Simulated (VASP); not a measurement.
Set up this calculation in VASP 6.6.1, as the native input.

* Task: relaxation of cell and atoms
* Functional: LDA
* Potentials or basis: VASP PAW LDA potentials, release 64 (Ti_sv, Si)
* Cutoff: 600 eV
* k mesh: 8 × 8 × 8
* Occupations: fermi-dirac, width 0.05 eV
* Spin: no spin polarisation
* Dipole correction: no
* Further INCAR settings: ALGO = Normal; EDIFF = 1e-06; IBRION = 2; EDIFFG = -0.01; NSW = 60; ISIF = 3

The structure of TiSi2 lies in POSCAR:

```
TiSi2
1.0
    1.7651050250     -6.7592815350      0.0000000000
    1.7651050250      6.7592815350      0.0000000000
    0.0000000000      0.0000000000      3.5651739700
Ti Si
2 4
Direct
    0.1031180800      0.8968819200      0.2500000000
    0.8968819200      0.1031180800      0.7500000000
    0.7503148200      0.2496851800      0.2500000000
    0.2496851800      0.7503148200      0.7500000000
    0.4417485500      0.5582514500      0.2500000000
    0.5582514500      0.4417485500      0.7500000000
```

The input as run:

INCAR

```
SYSTEM = TiSi2
ALGO = Normal
EDIFF = 1E-6
EDIFFG = -0.01
ENCUT = 600
GGA = CA
IBRION = 2
ISIF = 3
ISMEAR = -1
LASPH = .TRUE.
LCHARG = .FALSE.
LREAL = .FALSE.
LWAVE = .FALSE.
NELM = 100
NSW = 60
PREC = Accurate
SIGMA = 0.05
```

KPOINTS

```
k-points
0
G
  8 8 8
  0 0 0
```

Potentials or basis: VASP PAW LDA potentials, release 64 (Ti_sv, Si).

The run is started by

```sh
$ cat potpaw_LDA.64/Ti_sv/POTCAR potpaw_LDA.64/Si/POTCAR > POTCAR
$ mpirun -np 1 vasp_std > vasp.out
```

It gave:

| Property | Result |
| --- | --- |
| Relaxed volume | 13.62 Å³/atom |
| Relaxed cell | a = 6.856 Å, b = 6.856 Å, c = 3.532 Å, α = 90.00°, β = 90.00°, γ = 150.52° |
| Space group after relaxing (to 0.1 Å) | Cmcm (No. 63) |
| Energy gained by relaxing | 9.6 meV/atom |
| Ionic steps | 7 |
| Pressure after relaxing | 0.0 GPa |
| Largest force after relaxing | 0.005 eV/Å |
| Band gap on the k mesh | zero (bands 20 and 21 overlap by 1.04 eV) |

Wall time 34 min on 1 thread of Intel Xeon 8259CL, with other jobs on the host, peak memory 0.39 GiB.
